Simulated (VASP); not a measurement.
# BaTiO3 (Pm-3m) in VASP: notebook, part 2 of 2

VASP 6.6.1. Earlier steps stand in the parts before.

## (4) Single point, r2SCAN

This run uses another cell than the first one, of 12.74 Å³/atom, 0.935 times its volume.

Input file POSCAR:

```
BaTiO3
1.0
    3.9940379967      0.0000000000      0.0000000000
    0.0000000000      3.9940379967      0.0000000000
    0.0000000000      0.0000000000      3.9940379967
Ba Ti O
1 1 3
Direct
    0.5000000000      0.5000000000      0.5000000000
    0.0000000000      0.0000000000      0.0000000000
    0.0000000000      0.0000000000      0.5000000000
    0.0000000000      0.5000000000      0.0000000000
    0.5000000000      0.0000000000      0.0000000000
```

Input file INCAR.step1:

```
SYSTEM = BaTiO3
  PREC = Accurate
  ENCUT = 520
  ISMEAR = -1
  SIGMA = 0.05
  LREAL = .FALSE.
  LASPH = .TRUE.
  NELM = 60
  NBANDS = 28
  GGA = PE
  ALGO = Normal
  EDIFF = 1E-4
  LWAVE = .TRUE.
  LCHARG = .FALSE.
```

Input file INCAR.step2:

```
SYSTEM = BaTiO3
  PREC = Accurate
  ENCUT = 520
  EDIFF = 1E-7
  ISMEAR = -1
  SIGMA = 0.05
  LREAL = .FALSE.
  LASPH = .TRUE.
  NELM = 60
  ALGO = Normal
  ISIF = 2
  LWAVE = .FALSE.
  LCHARG = .FALSE.
  METAGGA = R2SCAN
  LMIXTAU = .TRUE.
  NBANDS = 28
  ISTART = 1
```

Input file KPOINTS:

```
regular mesh
0
G
  7 7 7
  0 0 0
```

Potentials or basis: VASP PAW PBE potentials, release 64 (Ba_sv, Ti_sv, O).

Launch:

```sh
cat potpaw_PBE.64/Ba_sv/POTCAR potpaw_PBE.64/Ti_sv/POTCAR potpaw_PBE.64/O/POTCAR > POTCAR
cp INCAR.step1 INCAR
mpirun -np 1 vasp_std > vasp.out
cp INCAR.step2 INCAR
mpirun -np 1 vasp_std > vasp.out
```

OUTCAR:

```text
SYSTEM = BaTiO3
   PREC = Accurate
   ENCUT = 520
   EDIFF = 1E-7
   ISMEAR = -1
   LREAL = .FALSE.
   LASPH = .TRUE.
   NELM = 60
   ISIF = 2
   METAGGA = R2SCAN
   ISTART = 1

 ion  position               nearest neighbor table
   1  0.500  0.500  0.500-   3 2.82   4 2.82   5 2.82   4 2.82   5 2.82   3 2.82   5 2.82   5 2.82
                             3 2.82   4 2.82   4 2.82   3 2.82   2 3.46   2 3.46   2 3.46   2 3.46
   2  0.000  0.000  0.000-   3 2.00   4 2.00   5 2.00   3 2.00   4 2.00   5 2.00   1 3.46   1 3.46
                             1 3.46   1 3.46   1 3.46   1 3.46   1 3.46   1 3.46
[... 820 lines left out ...]
  -------------------------------------------------------------------------------------
  Total        0.7959771      0.7959771      0.7959771     -0.0000000     -0.0000000      0.0000000
  in kB       20.0158744     20.0158744     20.0158744     -0.0000000     -0.0000000      0.0000000
  external PRESSURE =      20.0158744 kB  Pullay stress =       0.0000000 kB

 VOLUME and BASIS-vectors are now :
 -----------------------------------------------------------------------------
  energy-cutoff  :      520.00
  volume of cell :       63.71
      direct lattice vectors                 reciprocal lattice vectors
     3.994037997  0.000000000  0.000000000     0.250373181  0.000000000  0.000000000
     0.000000000  3.994037997  0.000000000     0.000000000  0.250373181  0.000000000
     0.000000000  0.000000000  3.994037997     0.000000000  0.000000000  0.250373181

 POSITION                                       TOTAL-FORCE (eV/Angst)
 -----------------------------------------------------------------------------------
      1.99702      1.99702      1.99702         0.000000      0.000000      0.000000
      0.00000      0.00000      0.00000         0.000000      0.000000      0.000000
      0.00000      0.00000      1.99702         0.000000      0.000000      0.000000
      0.00000      1.99702      0.00000         0.000000      0.000000      0.000000
      1.99702      0.00000      0.00000         0.000000      0.000000      0.000000
 -----------------------------------------------------------------------------------
    total drift:                                0.000000     -0.000000      0.000000

  FREE ENERGIE OF THE ION-ELECTRON SYSTEM (eV)
  ---------------------------------------------------
  free  energy   TOTEN  =       -74.2304411361 eV

  energy  without entropy=      -74.2304411360  energy(sigma->0) =      -74.23044114
```

OUTCAR.step1:

```text
SYSTEM = BaTiO3
   PREC = Accurate
   ENCUT = 520
   ISMEAR = -1
   LREAL = .FALSE.
   LASPH = .TRUE.
[... 847 lines left out ...]
      0.00000      0.00000      1.99702         0.000000      0.000000      0.000000
      0.00000      1.99702      0.00000         0.000000      0.000000      0.000000
      1.99702      0.00000      0.00000         0.000000      0.000000      0.000000
 -----------------------------------------------------------------------------------
    total drift:                                0.000000     -0.000000      0.000000

  FREE ENERGIE OF THE ION-ELECTRON SYSTEM (eV)
  ---------------------------------------------------
  free  energy   TOTEN  =       -39.9549512005 eV

  energy  without entropy=      -39.9549511983  energy(sigma->0) =      -39.95495120
```

OSZICAR.step1:

```text
N       E                     dE             d eps       ncg     rms          rms(c)
DAV:   1     0.424726243900E+03    0.42473E+03   -0.20595E+04  1120   0.153E+03
DAV:   2    -0.960835787172E+01   -0.43433E+03   -0.41454E+03  1284   0.416E+02
DAV:   3    -0.486962943010E+02   -0.39088E+02   -0.38667E+02  1276   0.132E+02
DAV:   4    -0.509082264301E+02   -0.22119E+01   -0.22083E+01  1788   0.269E+01
DAV:   5    -0.509395776536E+02   -0.31351E-01   -0.31335E-01  1376   0.323E+00    0.230E+01
DAV:   6    -0.401522684342E+02    0.10787E+02   -0.57558E+01  1600   0.663E+01    0.977E+00
DAV:   7    -0.400966323122E+02    0.55636E-01   -0.94161E+00  1488   0.223E+01    0.664E+00
DAV:   8    -0.399403895399E+02    0.15624E+00   -0.70008E-01  1364   0.734E+00    0.326E+00
DAV:   9    -0.399819120934E+02   -0.41523E-01   -0.28365E-01  1548   0.433E+00    0.151E+00
DAV:  10    -0.399573762453E+02    0.24536E-01   -0.14297E-01  1244   0.399E+00    0.429E-01
DAV:  11    -0.399549844902E+02    0.23918E-02   -0.13234E-02  1500   0.785E-01    0.132E-01
DAV:  12    -0.399553379627E+02   -0.35347E-03   -0.20589E-03  1544   0.412E-01    0.171E-01
DAV:  13    -0.399549469953E+02    0.39097E-03   -0.12237E-03  1292   0.359E-01    0.114E-02
DAV:  14    -0.399549512005E+02   -0.42051E-05   -0.42407E-05   816   0.443E-02
   1 F= -.39954951E+02 E0= -.39954951E+02  d E =-.215136E-08
```

Run time: 2.5 min. Hardware: 1 thread of Intel Xeon 6975P-C, shared host; peak memory 0.2 GiB.

Results:

- Free energy: -74.2304 eV
- Pressure: 2.0 GPa
- Band gap on the k mesh: 2.21 eV, indirect (least direct gap 2.30 eV)

Levels at points of the mesh, in eV from the valence-band top:
| k point | band 18 | band 19 | band 20 | band 21 | band 22 | band 23 |
| --- | --- | --- | --- | --- | --- | --- |
| (0.00, 0.00, 0.00) | -0.09 | -0.09 | -0.09 | 2.21 | 2.21 | 2.21 |

Caveat: the PAW data sets were made with another functional, which shifts forces and pressure a little; spin-orbit coupling is left out, which moves the levels of the heavy elements.

## (5) Overview

```csv
level,cell,gap on the mesh (eV),pressure (GPa)
PBE,"a = 4.085 Å, 5 atoms",1.68,-5.6
PBE,"a = 4.019 Å, 5 atoms",1.78,1.7
r2SCAN,"a = 3.994 Å, 5 atoms",2.21,2.0
```

Alike in all rows: task single point; potentials or basis VASP PAW PBE potentials, release 64 (Ba_sv, Ti_sv, O); no spin polarisation; k mesh 7 × 7 × 7; cutoff (eV) 520; smearing fermi-dirac 0.05 eV.

Caveats: spin-orbit coupling is left out, which moves the levels of the heavy elements; the PAW data sets were made with another functional, which shifts forces and pressure a little (some runs).

Total energies depend on the potentials used, so only differences within one code and one set of settings carry meaning.
